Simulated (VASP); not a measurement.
W7C8 (a cell with a defect): single point with PBE

W7C8 (a cell with a defect):

```
W C
1.0
     0.00000    0.00000    5.69425
     2.92173   -5.06059    0.00000
     2.92173    5.06059    0.00000
W C
7 8
Direct
  0.50000 0.00000 0.00000
  0.00000 0.49464 0.98929
  0.50000 0.50056 0.00113
  0.00000 0.01071 0.50536
  0.50000 0.99887 0.49944
  0.00000 0.49464 0.50536
  0.50000 0.50056 0.49944
  0.23567 0.66667 0.33333
  0.76433 0.66667 0.33333
  0.26033 0.17417 0.34833
  0.73967 0.17417 0.34833
  0.26033 0.65167 0.82583
  0.73967 0.65167 0.82583
  0.26033 0.17417 0.82583
  0.73967 0.17417 0.82583
```

This cell differs from its parent crystal: atoms taken out, then relaxed in part.

* Program: VASP 6.6.1
* Task: single point
* Functional: PBE
* Potentials or basis: VASP PAW PBE potentials, release 64 (W_sv, C)
* Cutoff: 520 eV
* k mesh: 7 × 8 × 8
* Occupations: gaussian, width 0.1 eV
* Spin: no spin polarisation
* Dipole correction: no
* Further INCAR settings: LREAL = Auto; ALGO = Normal; EDIFF = 1e-07; NBANDS = 78

The pressure is -3.0 GPa, the largest force is 0.028 eV/Å and the band gap on the k mesh is zero (bands 65 and 66 overlap by 0.83 eV).

Forces in eV/Å, atoms in the order of the input:
```
W    0.000  0.000  0.000
W    0.005  0.003  0.000
W    0.015  0.009  0.000
W   -0.005  0.003  0.000
W   -0.015  0.009  0.000
W    0.000 -0.006  0.000
W    0.000 -0.017  0.000
C    0.000  0.000  0.016
C    0.000  0.000 -0.016
C   -0.019 -0.011 -0.019
C   -0.019 -0.011  0.019
C    0.019 -0.011 -0.019
C    0.019 -0.011  0.019
C    0.000  0.022 -0.019
C    0.000  0.022  0.019
```

Stress tensor (GPa, compression positive):
```
 0.13  0.00  0.00
 0.00  0.13  0.00
 0.00  0.00 -9.28
```

Levels at points of the mesh, in eV from the Fermi level:
```csv
k point,band 61,band 62,band 63,band 64,band 65,band 66,band 67,band 68,band 69,band 70
"(0.00, 0.00, 0.00)",-0.51,-0.51,-0.31,0.22,0.39,0.59,0.59,1.34,1.34,2.17
"(0.00, 0.50, 0.00)",-1.44,-1.15,-1.12,-1.00,-0.73,0.04,0.22,1.21,1.44,1.79
```

Wall time 18 min on 1 thread of Intel(R) Xeon(R) Platinum 8375C CPU @ 2.90GHz (Ice Lake), with other jobs on the host, peak memory 0.49 GiB.

Caveat: the cell differs from its parent crystal (atoms taken out, then relaxed in part); spin-orbit coupling is left out, which moves the levels of the heavy elements.
